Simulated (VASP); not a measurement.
Write the native input for VASP 6.6.1 that does the following.

```yaml
Task: single point
Functional: BLYP
Potentials_or_basis: VASP PAW PBE potentials, release 64 (Mo_sv)
Cutoff: 520 eV
k_mesh: 9 × 9 × 14
Occupations: fermi-dirac, width 0.1 eV
Spin: no spin polarisation
Dipole_correction: no
Further_INCAR_settings: ALGO = Normal; EDIFF = 1e-06; NBANDS = 28
```

The structure of Mo lies in POSCAR:

```
Mo
1.0
    4.8008428756      0.0000000000      0.0000000000
   -2.4004214378      4.1576518898      0.0000000000
    0.0000000000      0.0000000000      2.6256226309
Mo
3
Direct
    0.0000000000      1.0000000000      1.0000000000
    0.3333333333      0.6666666667      0.5000000000
    0.6666666667      0.3333333333      0.5000000000
```

This cell differs from its parent crystal: volume scaled by 1.04.

One way to write it, as run:

INCAR

```
PREC     = Accurate       # precision mode
ENCUT    = 520            # plane-wave cutoff, eV
EDIFF    = 1E-6           # SCF threshold, eV
ISMEAR   = -1             # smearing method
SIGMA    = 0.1            # smearing width, eV
LREAL    = F              # projectors in reciprocal space
LASPH    = T              # aspherical terms in the spheres
NELM     = 80             # most SCF steps
ALGO     = Normal         # electronic algorithm
ISIF     = 2              # what is computed and relaxed
LWAVE    = F              # write WAVECAR
LCHARG   = F              # write CHGCAR
GGA      = B5             # functional
ALDAX    = 1.0          
AGGAX    = 1.0          
AGGAC    = 1.0          
ALDAC    = 0.0          
NBANDS   = 28             # bands
```

KPOINTS

```
Automatic mesh
0
Gamma
  9 9 14
```

Potentials or basis: VASP PAW PBE potentials, release 64 (Mo_sv).

Launch:

```console
$ cat potpaw_PBE.64/Mo_sv/POTCAR > POTCAR
$ mpirun -np 1 vasp_std > vasp.out
```

Results of the run:

| Item | Value |
| --- | --- |
| Pressure | -7.0 GPa |
| Band gap on the k mesh | zero (band 21 reaches 12.09 eV, above the bottom of band 22 at 10.76 eV) |

Caveat: the PAW data sets were made with another functional, which shifts forces and pressure a little.

Run time: 60 s on 1 thread of Intel(R) Xeon(R) Platinum 8559C (Emerald Rapids), on a shared host, peak memory 0.23 GiB.
